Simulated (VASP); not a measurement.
# MgO (P6_3/mmc) in VASP: further runs

Aim: see how the results for MgO move with the level of theory and the settings. Levels: PBEsol, r2SCAN+rVV10. Tasks: single point, relaxation of cell and atoms.

Everything below comes from runs of VASP 6.6.1. Logs are shortened: lines on timing, memory, paths and dates and some standing lists are left out, and cuts for length are marked.

## (1) The cell of the first run

It takes space group P6_3/mmc (No. 194, hexagonal). The conventional cell has a = 2.929 Å, b = 2.929 Å, c = 5.113 Å, α = 90.00°, β = 90.00°, γ = 120.00°. Mg (site symmetry -3m) has 6 O at 2.12 Å and 2 Mg at 2.56 Å within 2.8 Å. Within 2.8 Å of O (site symmetry -6m2) lie 6 Mg at 2.12 Å.

## (2) Single point, PBEsol

Contents of INCAR:

```
ALGO     = Normal         # electronic algorithm
EDIFF    = 1E-6           # SCF threshold, eV
ENCUT    = 600            # plane-wave cutoff, eV
GGA      = PS             # functional
GGA_COMPAT= F            
ISIF     = 2              # what is computed and relaxed
ISMEAR   = -1             # smearing method
LASPH    = T              # aspherical terms in the spheres
LCHARG   = F              # write CHGCAR
LREAL    = F              # projectors in reciprocal space
LWAVE    = F              # write WAVECAR
NBANDS   = 16             # bands
NELM     = 120            # most SCF steps
PREC     = Accurate       # precision mode
SIGMA    = 0.03           # smearing width, eV
```

Contents of KPOINTS:

```
k-points
0
Gamma
  9 9 4
```

Contents of POSCAR:

```
MgO
1.0
    2.9289365919      0.0000000000      0.0000000000
   -1.4644682960      2.5365334947      0.0000000000
    0.0000000000      0.0000000000      5.1127776702
Mg O
2 2
Direct
    0.0000000000      0.0000000000      0.0000000000
    0.0000000000      0.0000000000      0.5000000000
    0.3333333333      0.6666666667      0.2500000000
    0.6666666667      0.3333333333      0.7500000000
```

Potentials or basis: VASP PAW PBE potentials, release 64 (Mg, O).

Started as:

```
cat potpaw_PBE.64/Mg/POTCAR potpaw_PBE.64/O/POTCAR > POTCAR
mpirun -np 1 vasp_std > vasp.out
```

OUTCAR:

```text
EDIFF = 1E-6
   ENCUT = 600
   GGA = PS
   ISIF = 2
   ISMEAR = -1
   LASPH = T
   LREAL = F
   NELM = 120
   PREC = Accurate

 ion  position               nearest neighbor table
   1  0.000  0.000  0.000-   3 2.12   4 2.12   4 2.12   3 2.12   4 2.12   3 2.12   2 2.56   2 2.56

   2  0.000  0.000  0.500-   3 2.12   4 2.12   4 2.12   3 2.12   4 2.12   3 2.12   1 2.56   1 2.56

   3  0.333  0.667  0.250-   1 2.12   2 2.12   1 2.12   2 2.12   1 2.12   2 2.12
   4  0.667  0.333  0.750-   1 2.12   2 2.12   1 2.12   2 2.12   1 2.12   2 2.12

  LATTYP: Found a hexagonal cell.
 ALAT       =     2.9289365919
 C/A-ratio  =     1.7456088617

  Lattice vectors:

 A1 = (   2.9289365919,   0.0000000000,   0.0000000000)
 A2 = (  -1.4644682960,   2.5365334947,   0.0000000000)
 A3 = (   0.0000000000,   0.0000000000,   5.1127776702)

Analysis of symmetry for initial positions (statically):
=====================================================================
 Subroutine PRICEL returns:
 Original cell was already a primitive cell.

 Routine SETGRP: Setting up the symmetry group for a
 hexagonal supercell.

 Subroutine GETGRP returns: Found 24 space group operations
 (whereof 12 operations were pure point group operations)
 out of a pool of 24 trial point group operations.

The static configuration has the point symmetry D_3d.
 The point group associated with its full space group is D_6h.

Analysis of symmetry for dynamics (positions and initial velocities):
=====================================================================
 Subroutine PRICEL returns:
 Original cell was already a primitive cell.

 Routine SETGRP: Setting up the symmetry group for a
 hexagonal supercell.

 Subroutine GETGRP returns: Found 24 space group operations
 (whereof 12 operations were pure point group operations)
 out of a pool of 24 trial point group operations.

The dynamic configuration has the point symmetry D_3d.
 The point group associated with its full space group is D_6h.

 Subroutine INISYM returns: Found 24 space group operations
 (whereof 12 operations are pure point group operations),
 and found     1 'primitive' translations

----------------------------------------------------------------------------------------

                                     Primitive cell

  volume of cell :      37.9846

  direct lattice vectors                    reciprocal lattice vectors
     2.928936592  0.000000000  0.000000000     0.341420843  0.197119416  0.000000000
    -1.464468296  2.536533495  0.000000000     0.000000000  0.394238831  0.000000000
     0.000000000  0.000000000  5.112777670     0.000000000  0.000000000  0.195588399

  length of vectors
     2.928936592  2.928936592  5.112777670     0.394238831  0.394238831  0.195588399

  position of ions in fractional coordinates (direct lattice)
     0.000000000  0.000000000  0.000000000
     0.000000000  0.000000000  0.500000000
     0.333333333  0.666666667  0.250000000
     0.666666667  0.333333333  0.750000000

  ion indices of the primitive-cell ions
   primitive index   ion index
                 1           1
                 2           2
                 3           3
                 4           4

----------------------------------------------------------------------------------------

 KPOINTS: k-points

Automatic generation of k-mesh.
 Grid dimensions read from file:
 generate k-points for:    9    9    4

 Generating k-lattice:

  Cartesian coordinates                     Fractional coordinates (reciprocal lattice)
     0.037935649  0.021902157  0.000000000     0.111111111  0.000000000  0.000000000
     0.000000000  0.043804315  0.000000000     0.000000000  0.111111111  0.000000000
     0.000000000  0.000000000  0.048897100     0.000000000  0.000000000  0.250000000

  Length of vectors
     0.043804315  0.043804315  0.048897100

  Shift w.r.t. Gamma in fractional coordinates (k-lattice)
     0.000000000  0.000000000  0.000000000

 Subroutine IBZKPT returns following result:
 ===========================================

 Found     36 irreducible k-points:

 Following reciprocal coordinates:
            Coordinates               Weight
  0.000000  0.000000  0.000000      1.000000
  0.111111 -0.000000  0.000000      6.000000
  0.222222 -0.000000  0.000000      6.000000
  0.333333 -0.000000  0.000000      6.000000
  0.444444 -0.000000  0.000000      6.000000
  0.111111  0.111111  0.000000      6.000000
[... 16 lines left out ...]
  0.333333  0.222222  0.250000     24.000000
  0.333333  0.333333  0.250000      4.000000
 [... further k-points ...]
   k-points           NKPTS =     36   k-points in BZ     NKDIM =     36   number of bands    NBANDS=     16
   number of dos      NEDOS =    301   number of ions     NIONS =      4
   total plane-waves  NPLWV =  24192
   dimension x,y,z NGX =    24 NGY =   24 NGZ =   42
   dimension x,y,z NGXF=    48 NGYF=   48 NGZF=   84
   ions per type =               2   2
   NGX,Y,Z   is equivalent  to a cutoff of  13.62, 13.62, 13.66 a.u.
   NGXF,Y,Z  is equivalent  to a cutoff of  27.24, 27.24, 27.31 a.u.
 SYSTEM =  unknown system
   PREC   = accura    normal or accurate (medium, high low for compatibility)
   ISTART =      0    job   : 0-new  1-cont  2-samecut
   ICHARG =      2    charge: 1-file 2-atom 10-const
   ISPIN  =      1    spin polarized calculation?
   LNONCOLLINEAR =      F non collinear calculations
   LSORBIT =      F    spin-orbit coupling
   LASPH  =      T    aspherical Exc in radial PAW
   ENCUT  =  600.0 eV  44.10 Ry    6.64 a.u.   5.85  5.85 10.21*2*pi/ulx,y,z
   NELM   =    120;   NELMIN=  2; NELMDL= -5     # of ELM steps
   EDIFF  = 0.1E-05   stopping-criterion for ELM
   LREAL  =      F    real-space projection
   EDIFFG = 0.1E-04   stopping-criterion for IOM
   NSW    =      0    number of steps for IOM
   IBRION =     -1    ionic relax: 0-MD 1-quasi-New 2-CG
   NFREE  =      0    steps in history (QN), initial steepest desc. (CG)
   ISIF   =      2    stress and relaxation
   ISYM   =      2    0-nonsym 1-usesym 2-fastsym
   POTIM  = 0.5000    time-step for ionic-motion
   TEBEG  =    0.0;   TEEND  =   0.0 temperature during run
   PSTRESS=    0.0 pullay stress
   NELECT =      16.0000    total number of electrons
   NUPDOWN=      -1.0000    fix difference up-down
   EMIN   =  10.00;   EMAX   =-10.00  energy-range for DOS
   EFERMI =   0.00;   METHOD = LEGACY
   ISMEAR =    -1;   SIGMA  =   0.03  broadening in eV -4-tet -1-fermi 0-gaus
   EFERMI_NEDOS =   21; number of points for ismear=-14 and -15
   IALGO  =     38    algorithm
   IMIX   =      4    mixing-type and parameters
     AMIX     =   0.40;   BMIX     =  1.00
     AMIX_MAG =   1.60;   BMIX_MAG =  1.00
  volume/ion in A,a.u.               =       9.50        64.08
  Fermi-wavevector in a.u.,A,eV,Ry     =   1.227191  2.319056 20.490359  1.505999
  Thomas-Fermi vector in A             =   2.362164
   LORBIT       =      0    0 simple, 1 ext, 2 COOP (PROOUT), +10 PAW based schemes
   GGA     = PS    functional components
   LHFCALC =     F    Hartree Fock is set to
   AEXX    =    0.0000 exact exchange contribution
   IVDW    =     0    specifies the selected vdW correction
   LEPSILON=     F    determine dielectric tensor
   LRPA    =     F    only Hartree local field effects (RPA)
 non-spin polarized calculation
  energy-cutoff  :      600.00
  volume of cell :       37.98
 maximum number of plane-waves:      1287
 NGX is ok and might be reduce to    24
   NGX = 11   NGY = 11   NGZ = 21

 number of electron      15.9999993 magnetization

 Free energy of the ion-electron system (eV)
  ---------------------------------------------------
  ext. energy  EPLUGINS =         0.00000000
  ---------------------------------------------------
  free energy    TOTEN  =       -24.41719511 eV

  energy without entropy =      -24.41719511  energy(sigma->0) =      -24.41719511

 E-fermi :   3.7385     XC(G=0): -11.2197

 val. band max:        3.1224141437   @ k =   0.0000   0.0000   0.0000
 cond. band min:       7.3967181726   @ k =   0.0000   0.0000   0.0000
 fundamental gap:      4.2743040289
 Fermi energy:         3.7385031146

 k-point     1 :       0.0000    0.0000    0.0000
  band No.  band energies     occupation
      1     -14.1653      2.00000
      2     -13.0582      2.00000
      3      -1.8728      2.00000
      4       2.5982      2.00000
      5       2.6048      2.00000
      6       2.6048      2.00000
[... 8 lines left out ...]
     15      20.2305      0.00000
     16      20.2305      0.00000

 k-point     2 :       0.1111   -0.0000    0.0000
  band No.  band energies     occupation
      1     -14.0431      2.00000
      2     -12.9974      2.00000
      3      -1.6894      2.00000
      4       2.0869      2.00000
      5       2.4160      2.00000
      6       2.5116      2.00000
[... 8 lines left out ...]
     15      20.1734      0.00000
     16      20.1828      0.00000

 k-point     3 :       0.2222   -0.0000    0.0000
  band No.  band energies     occupation
      1     -13.7107      2.00000
      2     -12.8439      2.00000
      3      -1.1735      2.00000
      4       0.8324      2.00000
      5       1.2182      2.00000
      6       2.2870      2.00000
[... 8 lines left out ...]
     15      20.0938      0.00000
     16      20.6928      0.00000

 k-point     4 :       0.3333   -0.0000    0.0000
  band No.  band energies     occupation
      1     -13.2725      2.00000
      2     -12.6824      2.00000
      3      -0.4514      2.00000
      4      -0.4345      2.00000
      5       0.2111      2.00000
      6       2.0483      2.00000
[... 8 lines left out ...]
     15      19.4747      0.00000
     16      21.5114      0.00000
[... 324 lines left out ...]
 k-point    22 :       0.2222    0.2222    0.2500
  band No.  band energies     occupation
      1     -13.0019      2.00000
      2     -12.6804      2.00000
      3      -0.5706      2.00000
      4      -0.5173      2.00000
      5       0.8264      2.00000
      6       1.1676      2.00000
[... 8 lines left out ...]
     15      17.4563      0.00000
     16      20.8949      0.00000

 k-point    23 :       0.3333    0.2222    0.2500
  band No.  band energies     occupation
      1     -12.7400      2.00000
      2     -12.6037      2.00000
      3      -0.8488      2.00000
      4      -0.4654      2.00000
      5       0.5186      2.00000
      6       1.0518      2.00000
[... 8 lines left out ...]
     15      17.2795      0.00000
     16      21.0940      0.00000

 k-point    24 :       0.3333    0.3333    0.2500
  band No.  band energies     occupation
      1     -12.6130      2.00000
      2     -12.6130      2.00000
      3      -0.3623      2.00000
      4      -0.2296      2.00000
      5      -0.2296      2.00000
      6       0.5924      2.00000
[... 8 lines left out ...]
     15      17.2923      0.00000
     16      21.4303      0.00000

 [... further k-points ...]

------------------------ aborting loop because EDIFF is reached ----------------------------------------

  FORCE on cell =-STRESS in cart. coord.  units (eV):
  Direction    XX          YY          ZZ          XY          YZ          ZX
  --------------------------------------------------------------------------------------
  -------------------------------------------------------------------------------------
  Total       -0.1537673     -0.1537673     -0.1445259      0.0000000      0.0000000      0.0000000
  in kB       -6.4858514     -6.4858514     -6.0960550      0.0000000      0.0000000      0.0000000
  external PRESSURE =      -6.3559193 kB  Pullay stress =       0.0000000 kB

 VOLUME and BASIS-vectors are now :
 -----------------------------------------------------------------------------
  energy-cutoff  :      600.00
  volume of cell :       37.98
      direct lattice vectors                 reciprocal lattice vectors
     2.928936592  0.000000000  0.000000000     0.341420843  0.197119416  0.000000000
    -1.464468296  2.536533495  0.000000000     0.000000000  0.394238831  0.000000000
     0.000000000  0.000000000  5.112777670     0.000000000  0.000000000  0.195588399

 POSITION                                       TOTAL-FORCE (eV/Angst)
 -----------------------------------------------------------------------------------
      0.00000      0.00000      0.00000         0.000000      0.000000      0.000000
      0.00000      0.00000      2.55639         0.000000      0.000000      0.000000
     -0.00000      1.69102      1.27819         0.000000     -0.000000      0.000000
      1.46447      0.84551      3.83458        -0.000000      0.000000     -0.000000
 -----------------------------------------------------------------------------------
    total drift:                               -0.000000      0.000000     -0.000000

  FREE ENERGIE OF THE ION-ELECTRON SYSTEM (eV)
  ---------------------------------------------------
  free  energy   TOTEN  =       -24.4171951070 eV

  energy  without entropy=      -24.4171951070  energy(sigma->0) =      -24.41719511
```

It took 15 s on 1 thread of AMD EPYC 9R45 (Zen 5), shared host; peak memory 0.14 GiB.

Results:

```
Free energy            : -24.4172 eV
Pressure               : -0.6 GPa
Band gap on the k mesh : 4.27 eV
```

Caveat: the PAW data sets were made with another functional, which shifts forces and pressure a little.

[end of part 1 of 2]
